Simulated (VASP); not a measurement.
Here is a VASP 6.6.1 calculation.

INCAR

```
SYSTEM = Ge
PREC = Accurate ; ENCUT = 520
EDIFF = 1E-6 ; ISMEAR = 0
SIGMA = 0.1 ; LREAL = .False.
LASPH = .True. ; NELM = 100
ALGO = Normal ; ISIF = 2
LWAVE = .False. ; LCHARG = .False.
LDIPOL = .True. ; IDIPOL = 3
DIPOL = 0.5 0.5 0.500 ; GGA = PE
NBANDS = 21
```

KPOINTS

```
regular mesh
0
Gamma
  12 12 1
  0 0 0
```

POSCAR

```
Ge
1.0
    3.7910000000      0.0000000000      0.0000000000
   -1.8955000000      3.2831023057      0.0000000000
    0.0000000000      0.0000000000     28.0000000000
Ge
2
Direct
    0.3333333333      0.6666666667      0.5103928571
    0.6666666667      0.3333333333      0.4896071429
```

Potentials or basis: VASP PAW PBE potentials, release 64 (Ge_d).

The run is started by

```sh
$ cat potpaw_PBE.64/Ge_d/POTCAR > POTCAR
$ mpirun -np 1 vasp_std > vasp.out
```

Task: Predict the largest force.

Result: 0.845 eV/Å.

Task: What does it give for the band gap on the k mesh?

Result: Zero (filled and empty bands touch).

Forces on the atoms (eV/Å):
```
Ge   0.000  0.000  0.845
Ge   0.000  0.000 -0.845
```
